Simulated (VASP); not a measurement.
# Hf (Cmcm) in VASP: a series of runs

Runs on Hf. Level: PBEsol. Tasks: single point.

Everything below comes from runs of VASP 6.6.1. Logs are shortened: lines on timing, memory, paths and dates and some standing lists are left out, and cuts for length are marked.

**1. The cell of the first run**

Symmetry: Cmcm, No. 63, orthorhombic system. The conventional cell has a = 2.717 Å, b = 6.367 Å, c = 5.058 Å, α = 90.00°, β = 90.00°, γ = 90.00°. Hf (site symmetry m2m) has 12 Hf at 2.72 to 3.46 Å within 3.6 Å.

**2. Single point, PBEsol (strain -0.1500 x Voigt [1, -1, 0, 0, 0, 0])**

Input file INCAR:

```
ALGO     = Fast           # electronic algorithm
EDIFF    = 1E-6           # SCF threshold, eV
ENCUT    = 520            # plane-wave cutoff, eV
GGA      = PS             # functional
ISIF     = 2              # what is computed and relaxed
ISMEAR   = 0              # smearing method
LASPH    = T              # aspherical terms in the spheres
LCHARG   = F              # write CHGCAR
LREAL    = F              # projectors in reciprocal space
LWAVE    = F              # write WAVECAR
NBANDS   = 17             # bands
NELM     = 80             # most SCF steps
PREC     = Accurate       # precision mode
SIGMA    = 0.15           # smearing width, eV
```

Input file KPOINTS:

```
k-points
0
Gamma
  18 18 10
```

Input file POSCAR:

```
Hf
1.0
    2.7171937456      0.0000000000      0.0000000000
   -1.3585968728      3.1836854497      0.0000000000
    0.0000000000      0.0000000000      5.0578000000
Hf
2
Direct
    0.3333333333      0.6666666667      0.2500000000
    0.6666666667      0.3333333333      0.7500000000
```

Potentials or basis: VASP PAW PBE potentials, release 64 (Hf_pv).

The run is started by

```
> cat potpaw_PBE.64/Hf_pv/POTCAR > POTCAR
> mpirun -np 1 vasp_std > vasp.out
```

OUTCAR:

```text
EDIFF = 1E-6
   ENCUT = 520
   GGA = PS
   ISIF = 2
   ISMEAR = 0
   LASPH = T
   LREAL = F
   NELM = 80
   PREC = Accurate

 ion  position               nearest neighbor table
   1  0.333  0.667  0.250-   2 3.06   2 3.06   2 3.06   2 3.06   2 3.30   2 3.30
   2  0.667  0.333  0.750-   1 3.06   1 3.06   1 3.06   1 3.06   1 3.30   1 3.30

  LATTYP: Found a base centered orthorhombic cell.
 ALAT       =     2.7171937456
 B/A-ratio  =     2.3433628573
 C/A-ratio  =     1.8614057272

  Lattice vectors:

 A1 = (   1.3585968728,  -3.1836854497,   0.0000000000)
 A2 = (   1.3585968728,   3.1836854497,   0.0000000000)
 A3 = (   0.0000000000,   0.0000000000,   5.0578000000)

Analysis of symmetry for initial positions (statically):
=====================================================================
 Subroutine PRICEL returns:
 Original cell was already a primitive cell.

 Routine SETGRP: Setting up the symmetry group for a
 base centered orthorhombic supercell.

 Subroutine GETGRP returns: Found  8 space group operations
 (whereof  4 operations were pure point group operations)
 out of a pool of  8 trial point group operations.

The static configuration has the point symmetry C_2h.
 The point group associated with its full space group is D_2h.

Analysis of symmetry for dynamics (positions and initial velocities):
=====================================================================
 Subroutine PRICEL returns:
 Original cell was already a primitive cell.

 Routine SETGRP: Setting up the symmetry group for a
 base centered orthorhombic supercell.

 Subroutine GETGRP returns: Found  8 space group operations
 (whereof  4 operations were pure point group operations)
 out of a pool of  8 trial point group operations.

The dynamic configuration has the point symmetry C_2h.
 The point group associated with its full space group is D_2h.

 Subroutine INISYM returns: Found  8 space group operations
 (whereof  4 operations are pure point group operations),
 and found     1 'primitive' translations

----------------------------------------------------------------------------------------

                                     Primitive cell

  volume of cell :      43.7535

  direct lattice vectors                    reciprocal lattice vectors
     2.717193746  0.000000000  0.000000000     0.368026756  0.157050691  0.000000000
    -1.358596873  3.183685450  0.000000000     0.000000000  0.314101382  0.000000000
     0.000000000  0.000000000  5.057800000     0.000000000  0.000000000  0.197714421

  length of vectors
     2.717193746  3.461450347  5.057800000     0.400135743  0.314101382  0.197714421

  position of ions in fractional coordinates (direct lattice)
     0.333333333  0.666666667  0.250000000
     0.666666667  0.333333333  0.750000000

  ion indices of the primitive-cell ions
   primitive index   ion index
                 1           1
                 2           2

----------------------------------------------------------------------------------------

 KPOINTS: k-points

Automatic generation of k-mesh.
 Grid dimensions read from file:
 generate k-points for:   18   18   10

 Generating k-lattice:

  Cartesian coordinates                     Fractional coordinates (reciprocal lattice)
     0.020445931  0.008725038  0.000000000     0.055555556  0.000000000  0.000000000
     0.000000000  0.017450077  0.000000000     0.000000000  0.055555556  0.000000000
     0.000000000  0.000000000  0.019771442     0.000000000  0.000000000  0.100000000

  Length of vectors
     0.022229763  0.017450077  0.019771442

  Shift w.r.t. Gamma in fractional coordinates (k-lattice)
     0.000000000  0.000000000  0.000000000

 Subroutine IBZKPT returns following result:
 ===========================================

 Found    546 irreducible k-points:

 Following reciprocal coordinates:
            Coordinates               Weight
  0.000000  0.000000  0.000000      1.000000
  0.055556  0.000000  0.000000      4.000000
  0.111111  0.000000  0.000000      4.000000
  0.166667  0.000000  0.000000      4.000000
  0.222222  0.000000  0.000000      4.000000
  0.277778  0.000000  0.000000      4.000000
[... 16 lines left out ...]
 -0.333333  0.055556  0.000000      4.000000
 -0.277778  0.055556  0.000000      4.000000
 [... further k-points ...]
   k-points           NKPTS =    546   k-points in BZ     NKDIM =    546   number of bands    NBANDS=     17
   number of dos      NEDOS =    301   number of ions     NIONS =      2
   total plane-waves  NPLWV =  22400
   dimension x,y,z NGX =    20 NGY =   28 NGZ =   40
   dimension x,y,z NGXF=    40 NGYF=   56 NGZF=   80
   ions per type =               2
   NGX,Y,Z   is equivalent  to a cutoff of  12.24, 13.45, 13.15 a.u.
   NGXF,Y,Z  is equivalent  to a cutoff of  24.47, 26.90, 26.30 a.u.
 SYSTEM =  unknown system
   PREC   = accura    normal or accurate (medium, high low for compatibility)
   ISTART =      0    job   : 0-new  1-cont  2-samecut
   ICHARG =      2    charge: 1-file 2-atom 10-const
   ISPIN  =      1    spin polarized calculation?
   LNONCOLLINEAR =      F non collinear calculations
   LSORBIT =      F    spin-orbit coupling
   LASPH  =      T    aspherical Exc in radial PAW
   ENCUT  =  520.0 eV  38.22 Ry    6.18 a.u.   5.05  6.44  9.40*2*pi/ulx,y,z
   NELM   =     80;   NELMIN=  2; NELMDL= -5     # of ELM steps
   EDIFF  = 0.1E-05   stopping-criterion for ELM
   LREAL  =      F    real-space projection
   EDIFFG = 0.1E-04   stopping-criterion for IOM
   NSW    =      0    number of steps for IOM
   IBRION =     -1    ionic relax: 0-MD 1-quasi-New 2-CG
   NFREE  =      0    steps in history (QN), initial steepest desc. (CG)
   ISIF   =      2    stress and relaxation
   ISYM   =      2    0-nonsym 1-usesym 2-fastsym
   POTIM  = 0.5000    time-step for ionic-motion
   TEBEG  =    0.0;   TEEND  =   0.0 temperature during run
   PSTRESS=    0.0 pullay stress
   NELECT =      20.0000    total number of electrons
   NUPDOWN=      -1.0000    fix difference up-down
   EMIN   =  10.00;   EMAX   =-10.00  energy-range for DOS
   EFERMI =   0.00;   METHOD = LEGACY
   ISMEAR =     0;   SIGMA  =   0.15  broadening in eV -4-tet -1-fermi 0-gaus
   EFERMI_NEDOS =   21; number of points for ismear=-14 and -15
   IALGO  =     68    algorithm
   IMIX   =      4    mixing-type and parameters
     AMIX     =   0.40;   BMIX     =  1.00
     AMIX_MAG =   1.60;   BMIX_MAG =  1.00
  volume/ion in A,a.u.               =      21.88       147.63
  Fermi-wavevector in a.u.,A,eV,Ry     =   1.261094  2.383122 21.638125  1.590357
  Thomas-Fermi vector in A             =   2.394570
   LORBIT       =      0    0 simple, 1 ext, 2 COOP (PROOUT), +10 PAW based schemes
   GGA     = PS    functional components
   LHFCALC =     F    Hartree Fock is set to
   AEXX    =    0.0000 exact exchange contribution
   IVDW    =     0    specifies the selected vdW correction
   LEPSILON=     F    determine dielectric tensor
   LRPA    =     F    only Hartree local field effects (RPA)
 non-spin polarized calculation
 RMM-DIIS sequential band-by-band and
 Gauss-broadening in eV      SIGMA  =   0.15
  energy-cutoff  :      520.00
  volume of cell :       43.75
 maximum number of plane-waves:      1195
   NGX = 11   NGY = 13   NGZ = 19

 number of electron      20.0000000 magnetization

 Free energy of the ion-electron system (eV)
  ---------------------------------------------------
  ext. energy  EPLUGINS =         0.00000000
  ---------------------------------------------------
  free energy    TOTEN  =       -20.34457635 eV

  energy without entropy =      -20.31403312  energy(sigma->0) =      -20.32930474

 E-fermi :   4.6184     XC(G=0): -11.4439

 val. band max:        4.6158850115   @ k =  -0.4444   0.0556   0.0000
 cond. band min:       4.6185838273   @ k =   0.0556   0.0556   0.4000
 fundamental gap:      0.0026988158
 Fermi energy:         4.6183623066

 k-point     1 :       0.0000    0.0000    0.0000
  band No.  band energies     occupation
      1     -26.0981      2.00000
      2     -25.4889      2.00000
      3     -25.3524      2.00000
      4     -25.1699      2.00000
      5     -24.8330      2.00000
      6     -24.7151      2.00000
[... 9 lines left out ...]
     16       9.3088      0.00000
     17       9.7896      0.00000

 k-point     2 :       0.0556    0.0000    0.0000
  band No.  band energies     occupation
      1     -26.0851      2.00000
      2     -25.4872      2.00000
      3     -25.3522      2.00000
      4     -25.1704      2.00000
      5     -24.8857      2.00000
      6     -24.7712      2.00000
[... 9 lines left out ...]
     16       9.4722      0.00000
     17       9.5512      0.00000

 k-point     3 :       0.1111    0.0000    0.0000
  band No.  band energies     occupation
      1     -26.0471      2.00000
      2     -25.4826      2.00000
      3     -25.3529      2.00000
      4     -25.1724      2.00000
      5     -25.0340      2.00000
      6     -24.9296      2.00000
[... 9 lines left out ...]
     16       8.7568      0.00000
     17       9.8775      0.00000

 k-point     4 :       0.1667    0.0000    0.0000
  band No.  band energies     occupation
      1     -25.9866      2.00000
      2     -25.4782      2.00000
      3     -25.3722      2.00000
      4     -25.2405      2.00000
      5     -25.1773      2.00000
      6     -25.1593      2.00000
[... 9 lines left out ...]
     16       8.1404      0.00000
     17      10.1608      0.00000

 k-point     5 :       0.2222    0.0000    0.0000
  band No.  band energies     occupation
      1     -25.9078      2.00000
      2     -25.5624      2.00000
      3     -25.5032      2.00000
      4     -25.4158      2.00000
      5     -25.3021      2.00000
      6     -25.1875      2.00000
[... 9 lines left out ...]
     16       8.1541      0.00000
     17      10.3999      0.00000

 k-point     6 :       0.2778    0.0000    0.0000
  band No.  band energies     occupation
      1     -25.8278      2.00000
      2     -25.8162      2.00000
      3     -25.7549      2.00000
      4     -25.4378      2.00000
      5     -25.3085      2.00000
      6     -25.2056      2.00000
[... 9 lines left out ...]
     16       8.7445      0.00000
     17      10.5967      0.00000

 k-point     7 :       0.3333    0.0000    0.0000
  band No.  band energies     occupation
      1     -26.0779      2.00000
      2     -26.0106      2.00000
      3     -25.7183      2.00000
      4     -25.4296      2.00000
      5     -25.3047      2.00000
      6     -25.2338      2.00000
[... 9 lines left out ...]
     16       9.9429      0.00000
     17      10.7541      0.00000

 k-point     8 :       0.3889    0.0000    0.0000
  band No.  band energies     occupation
      1     -26.2778      2.00000
      2     -26.2140      2.00000
      3     -25.6215      2.00000
      4     -25.4211      2.00000
      5     -25.3000      2.00000
      6     -25.2733      2.00000
[... 9 lines left out ...]
     16      10.8717      0.00000
     17      11.3694      0.00000
[... 203 lines left out ...]
      1     -26.4093      2.00000
      2     -26.3425      2.00000
      3     -25.5184      2.00000
      4     -25.4237      2.00000
      5     -25.3370      2.00000
      6     -25.3062      2.00000
[... 9 lines left out ...]
     16      10.9076      0.00000
     17      12.1795      0.00000

 k-point    20 :       0.5000    0.0556    0.0000
  band No.  band energies     occupation
      1     -26.4490      2.00000
      2     -26.3891      2.00000
      3     -25.4945      2.00000
      4     -25.4124      2.00000
      5     -25.3496      2.00000
      6     -25.2971      2.00000
[... 9 lines left out ...]
     16      10.9432      0.00000
     17      12.5571      0.00000

 k-point    21 :      -0.4444    0.0556    0.0000
  band No.  band energies     occupation
      1     -26.4003      2.00000
      2     -26.3468      2.00000
      3     -25.5520      2.00000
      4     -25.4058      2.00000
      5     -25.3069      2.00000
      6     -25.2907      2.00000
[... 9 lines left out ...]
     16      10.9266      0.00000
     17      12.5497      0.00000

 k-point    22 :      -0.3889    0.0556    0.0000
  band No.  band energies     occupation
      1     -26.2682      2.00000
      2     -26.2187      2.00000
      3     -25.6395      2.00000
      4     -25.4046      2.00000
      5     -25.2881      2.00000
      6     -25.2583      2.00000
[... 9 lines left out ...]
     16      10.8483      0.00000
     17      11.3170      0.00000

 k-point    23 :      -0.3333    0.0556    0.0000
  band No.  band energies     occupation
      1     -26.0661      2.00000
      2     -26.0157      2.00000
      3     -25.7359      2.00000
      4     -25.4082      2.00000
      5     -25.2893      2.00000
      6     -25.2201      2.00000
[... 9 lines left out ...]
     16       9.9133      0.00000
     17      10.7067      0.00000

 k-point    24 :      -0.2778    0.0556    0.0000
  band No.  band energies     occupation
      1     -25.8320      2.00000
      2     -25.8154      2.00000
      3     -25.7593      2.00000
      4     -25.4137      2.00000
      5     -25.2934      2.00000
      6     -25.1939      2.00000
[... 9 lines left out ...]
     16       8.6845      0.00000
     17      10.5087      0.00000

 [... further k-points ...]

------------------------ aborting loop because EDIFF is reached ----------------------------------------

  FORCE on cell =-STRESS in cart. coord.  units (eV):
  Direction    XX          YY          ZZ          XY          YZ          ZX
  --------------------------------------------------------------------------------------
  -------------------------------------------------------------------------------------
  Total        3.7707844     -3.3320897     -0.6022009      0.0000000      0.0000000      0.0000000
  in kB      138.0797126   -122.0154585    -22.0515740      0.0000000      0.0000000      0.0000000
  external PRESSURE =      -1.9957733 kB  Pullay stress =       0.0000000 kB

 VOLUME and BASIS-vectors are now :
 -----------------------------------------------------------------------------
  energy-cutoff  :      520.00
  volume of cell :       43.75
      direct lattice vectors                 reciprocal lattice vectors
     2.717193746  0.000000000  0.000000000     0.368026756  0.157050691  0.000000000
    -1.358596873  3.183685450  0.000000000     0.000000000  0.314101382  0.000000000
     0.000000000  0.000000000  5.057800000     0.000000000  0.000000000  0.197714421

 POSITION                                       TOTAL-FORCE (eV/Angst)
 -----------------------------------------------------------------------------------
     -0.00000      2.12246      1.26445         0.000000      0.437138      0.000000
      1.35860      1.06123      3.79335         0.000000     -0.437138      0.000000
 -----------------------------------------------------------------------------------
    total drift:                               -0.000000      0.000000     -0.000000

  FREE ENERGIE OF THE ION-ELECTRON SYSTEM (eV)
  ---------------------------------------------------
  free  energy   TOTEN  =       -20.3445763504 eV

  energy  without entropy=      -20.3140331225  energy(sigma->0) =      -20.32930474
```

Wall time 5.7 min (1 thread of Intel Xeon 6975P-C, shared host); peak memory 0.43 GiB.

Results:

- Free energy: -20.3446 eV
- Pressure: -0.2 GPa
- Largest force: 0.437 eV/Å
- Band gap on the k mesh: zero (band 10 reaches 5.47 eV, above the bottom of band 11 at 3.98 eV)

Forces in eV/Å, atoms in the order of the input:
```
Hf   0.000  0.437  0.000
Hf   0.000 -0.437  0.000
```

Stress tensor (GPa, compression positive):
```
 13.81   0.00   0.00
  0.00 -12.20   0.00
  0.00   0.00  -2.21
```

Levels at points of the mesh, in eV from the Fermi level:
```
           k point  band 7  band 8  band 9  band 10  band 11  band 12  band 13  band 14
(0.00, 0.00, 0.00)   -7.11   -3.51   -0.89    -0.10     1.00     1.56     1.71     4.50
(0.50, 0.00, 0.00)   -2.63   -2.43   -2.21    -0.51     0.45     2.08     2.80     4.47
(0.00, 0.50, 0.00)   -3.85   -2.92   -1.88    -1.42     0.25     0.64     3.78     5.84
(0.00, 0.00, 0.50)   -5.11   -5.11   -0.80    -0.80     0.04     0.04     4.06     4.06
(0.50, 0.00, 0.50)   -2.99   -2.99   -0.82    -0.82     2.39     2.39     2.54     2.54
(0.00, 0.50, 0.50)   -3.68   -3.68   -1.29    -1.29     0.41     0.41     5.22     5.22
```

Caveat: the cell differs from its parent crystal (strain -0.1500 x Voigt [1, -1, 0, 0, 0, 0]); the PAW data sets were made with another functional, which shifts forces and pressure a little; spin-orbit coupling is left out, which moves the levels of the heavy elements.

(Part 1 of 2 ends here.)
